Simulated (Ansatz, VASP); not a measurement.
## GaAs: VASP beside Ansatz

```xyz
2
Lattice="0.0000 2.8017 2.8017 2.8017 0.0000 2.8017 2.8017 2.8017 0.0000" Properties=species:S:1:pos:R:3 pbc="T T T"
Ga    0.0000    0.0000    0.0000
As    4.2025    4.2025    4.2025
```

Alike in both runs: functional LDA; k mesh 12 × 12 × 12; occupations gaussian, width 0.02 eV; no spin polarisation.

Ansatz relaxed the structure, and its values are those at the end. VASP's run is a single point on that final structure, the one shown.

|  | VASP | Ansatz |
| --- | --- | --- |
| version | VASP 6.6.1 | Ansatz 0.2.0 |
| potentials or method | VASP PAW LDA potentials, release 64 (Ga_d, As), cutoff 520 eV | scalar-relativistic, plane waves, PAW |
| valence electrons in the cell | 18 | 28 |

```csv
,VASP,Ansatz,Ansatz less VASP
gap on the k mesh at the Fermi level (eV),0.54,0.49,-0.049
least direct gap on the mesh (eV),0.54,0.49,-0.049
pressure (GPa),0.3,0.0,-0.32
```

LDA's correlation is that of Perdew and Zunger in VASP and of Perdew and Wang (1992) in Ansatz. VASP's potentials hold 18 valence electrons a cell and Ansatz's 28, so a difference there can come from the potentials and not from the codes.
